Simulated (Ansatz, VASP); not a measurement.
# KTaO3 in VASP and in Ansatz

```
K Ta O
1.0
     3.83053    0.00000    0.00000
     0.00000    3.83053    0.00000
     0.00000    0.00000    4.05358
K Ta O
1 1 3
Direct
  0.00000 0.00000 0.00000
  0.50000 0.50000 0.50000
  0.50000 0.50000 0.00000
  0.50000 0.00000 0.50000
  0.00000 0.50000 0.50000
```

Change from the starting cell: epitaxial_xy strain -4.0%.

Alike in both runs: task single point; functional HSE06; k mesh 4 × 4 × 4; no spin polarisation.

```csv
,VASP,Ansatz
version,VASP 6.6.1,Ansatz 0.2.0
potentials or method,"VASP PAW PBE potentials, release 64 (K_sv, Ta_pv, O)","plane waves, PAW"
plane-wave cutoff (eV),520,420
occupations,"gaussian, width 0.01 eV",fixed
valence electrons in the cell,38,40
```

|  | VASP | Ansatz | Ansatz less VASP |
| --- | --- | --- | --- |
| gap on the k mesh at the Fermi level (eV) | 3.58 | 3.67 | +0.091 |
| pressure (GPa) | 17.3 | 16.8 | -0.57 |
| traceless stress, the component that is largest in VASP (GPa) | -17.54 | -17.31 | +0.236 |

VASP's potentials hold 38 valence electrons a cell and Ansatz's 40, so a difference there can come from the potentials and not from the codes. Ansatz's warnings: stress exchange threshold loose, stress scf threshold loose.

Spin-orbit coupling is off throughout.
